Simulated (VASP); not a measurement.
Here is a VASP 6.6.1 calculation.

Contents of INCAR:

```
SYSTEM = PbO
ALGO = Normal
EDIFF = 1E-6
ENCUT = 520
GGA = PS
ISIF = 2
ISMEAR = 0
LASPH = .TRUE.
LCHARG = .TRUE.
LELF = .TRUE.
LREAL = .FALSE.
LVHAR = .TRUE.
LWAVE = .FALSE.
NBANDS = 17
NELM = 100
PREC = Accurate
SIGMA = 0.05
```

KPOINTS

```
k-points
0
G
  10 10 10
  0 0 0
```

File POSCAR:

```
PbO
1.0
    0.0388317309      2.5887820589      2.5887820589
    2.6276137898      0.0000000000      2.6276137898
    2.5887820589      2.5887820589      0.0388317309
Pb O
1 1
Direct
    0.5000000000      0.5000000000      0.5000000000
    0.0000000000      0.0000000000      0.0000000000
```

Potentials or basis: VASP PAW PBE potentials, release 64 (Pb_d, O).

Run with:

```bash
$ cat potpaw_PBE.64/Pb_d/POTCAR potpaw_PBE.64/O/POTCAR > POTCAR
$ mpirun -np 1 vasp_std > vasp.out
```

What does it give for the pressure?

-0.1 GPa.

What does it give for the band gap on the k mesh?

0.53 eV (least direct gap 0.68 eV).

Stress tensor (GPa, compression positive):
```
-0.07  0.00 -0.88
 0.00 -0.12  0.00
-0.88  0.00 -0.07
```

Caveat: the PAW data sets were made with another functional, which shifts forces and pressure a little; spin-orbit coupling is left out, which moves the levels of the heavy elements. A k mesh can miss the band edges.
